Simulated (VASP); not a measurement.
MnO:

```
CELL_PARAMETERS angstrom
2.97129 -1.71698 0.00000
2.97129 1.71698 0.00000
-1.98463 0.00000 2.81031
ATOMIC_POSITIONS crystal
Mn 0.50020 0.50020 0.50067
O 0.74980 0.74980 0.24934
```

Base run:

```yaml
Program: VASP 6.6.1
Functional: PBE
Potentials_or_basis: VASP PAW PBE potentials, release 64 (Mn_pv, O)
Cutoff: 520 eV
k_mesh: 7 × 7 × 7
Occupations: fermi-dirac, width 0.05 eV
Spin: collinear spin, ferromagnetic start
Starting_moments: "[4.0, 0.0] μB"
```

Its results: pressure -3.6 GPa; net moment 5.00 μB per cell; site moments Mn +4.44; O +0.18 μB.

**Question.** The run is repeated on the same cell with these changes: functional from PBE to r2SCAN; k mesh from 7 × 7 × 7 to 9 × 9 × 9. What comes out?

**Answer.** Pressure -5.9 GPa; net moment 5.00 μB per cell; site moments Mn +4.51; O +0.17 μB.

Several settings changed at once.

Caveats: the cell stands under tension; a cell with one magnetic atom can't hold antiferromagnetic order, which such compounds often take; the PAW data sets were made with another functional, which shifts forces and pressure a little (at least some runs).
